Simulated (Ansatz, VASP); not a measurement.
Ta: VASP beside Ansatz

File INCAR:

```
PREC = Accurate
ENCUT = 520
EDIFF = 1E-6
ISMEAR = -1
SIGMA = 0.1
LREAL = F
LASPH = T
NELM = 100
ALGO = Normal
ISIF = 2
LWAVE = F
LCHARG = F
GGA = B5
ALDAX = 1.0
AGGAX = 1.0
AGGAC = 1.0
ALDAC = 0.0
NBANDS = 30
```

Contents of KPOINTS:

```
regular mesh
0
Gamma
  14 14 4
```

The input POSCAR:

```
Ta
1.0
    2.8606337736      0.0000000000      0.0000000000
   -1.4303168868      2.4773815188      0.0000000000
    0.0000000000      0.0000000000     10.0649294460
Ta
4
Direct
    1.0000000000      1.0000000000      1.0000000000
    0.0000000000      0.0000000000      0.5000000000
    0.3333333333      0.6666666667      0.2500000000
    0.6666666667      0.3333333333      0.7500000000
```

Input for Ansatz:

```yaml
crystal:
  lattice:
    - [2.8606337736, 0.0, 0.0]
    - [-1.4303168868, 2.4773815188, 0.0]
    - [0.0, 0.0, 10.064929446]
  atoms:
    - { symbol: Ta, position: [1.0, 1.0, 1.0] }
    - { symbol: Ta, position: [0.0, 0.0, 0.5] }
    - { symbol: Ta, position: [0.3333333333, 0.6666666667, 0.25] }
    - { symbol: Ta, position: [0.6666666667, 0.3333333333, 0.75] }
hamiltonian:
  xc: blyp
  pseudopotentials:
    kind: paw
    azcp:
      Ta: "pseudopotentials/Ta.paw.azcp"
basis:
  ecutwfc: 420
  fft_grid_basis: typed
kpoints:
  mp_grid: { grid: [14, 14, 4], shift: [0, 0, 0] }
magnetization:
  spin_polarized: false
scf:
  occupations: { method: fermi_dirac, width: 0.1 }
  lower_state_search: "off"
output:
  stress: true
```

Alike in both runs: task single point; functional BLYP; k mesh 14 × 14 × 4; occupations fermi-dirac, width 0.1 eV; no spin polarisation.

|  | VASP | Ansatz |
| --- | --- | --- |
| version | VASP 6.6.1 | Ansatz 0.2.0 |
| potentials or method | VASP PAW PBE potentials, release 64 (Ta_pv), cutoff 520 eV | plane waves (420 eV) with PAW, scalar-relativistic |
| valence electrons in the cell | 44 | 52 |

Ansatz gave:

```
pressure (GPa)                                                : 17.1
traceless stress, the component that is largest in VASP (GPa) : -0.42
```

Task: Estimate VASP's values.

Result: Pressure (GPa): 18.2; traceless stress, the component that is largest in VASP (GPa): -0.31.

VASP's potentials were made for PBE, not for BLYP. With one functional, cell and mesh, what is left measures potentials, basis and numerics. VASP's potentials hold 44 valence electrons a cell and Ansatz's 52, so a difference there can come from the potentials and not from the codes.

Spin-orbit coupling is off throughout.
